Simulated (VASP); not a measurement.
A run of VASP 6.6.1 is set up as follows.

INCAR

```
SYSTEM = Rb
ALGO     = Fast           ! electronic algorithm
EDIFF    = 1E-6           ! SCF threshold, eV
ENCUT    = 520            ! plane-wave cutoff, eV
GGA      = PE             ! functional
ISIF     = 2              ! what is computed and relaxed
ISMEAR   = 0              ! smearing method
IVDW     = 12             ! dispersion correction
LASPH    = .TRUE.         ! aspherical terms in the spheres
LCHARG   = .TRUE.         ! write CHGCAR
LELF     = .TRUE.         ! ELF
LREAL    = .FALSE.        ! projectors in reciprocal space
LVHAR    = .TRUE.       
LWAVE    = .FALSE.        ! write WAVECAR
NBANDS   = 10             ! bands
NELM     = 80             ! most SCF steps
PREC     = Accurate       ! precision mode
SIGMA    = 0.15           ! smearing width, eV
```

The input KPOINTS:

```
k-points
0
G
  12 12 12
  0 0 0
```

File POSCAR:

```
Rb
1.0
    0.0000000000      3.2303976446      3.6398846700
    3.2303976446      0.0000000000      3.6398846700
    3.2303976446      3.2303976446      0.0000000000
Rb
1
Direct
    0.0000000000      0.0000000000      0.0000000000
```

Potentials or basis: VASP PAW PBE potentials, release 64 (Rb_sv).

The run is started by

```bash
$ cat potpaw_PBE.64/Rb_sv/POTCAR > POTCAR
$ mpirun -np 1 vasp_std > vasp.out
```

Q: Estimate the pressure.

A: 0.5 GPa.

Q: What does it give for the dispersion energy per atom?

A: -0.121 eV.

Stress tensor (GPa, compression positive):
```
0.54 0.00 0.00
0.00 0.54 0.00
0.00 0.00 0.35
```

Caveat: the cell differs from its parent crystal (strain -0.1125 x Voigt [1, 1, 0, 0, 0, 0]); pairwise dispersion overbinds metals, which lowers pressure and volume.
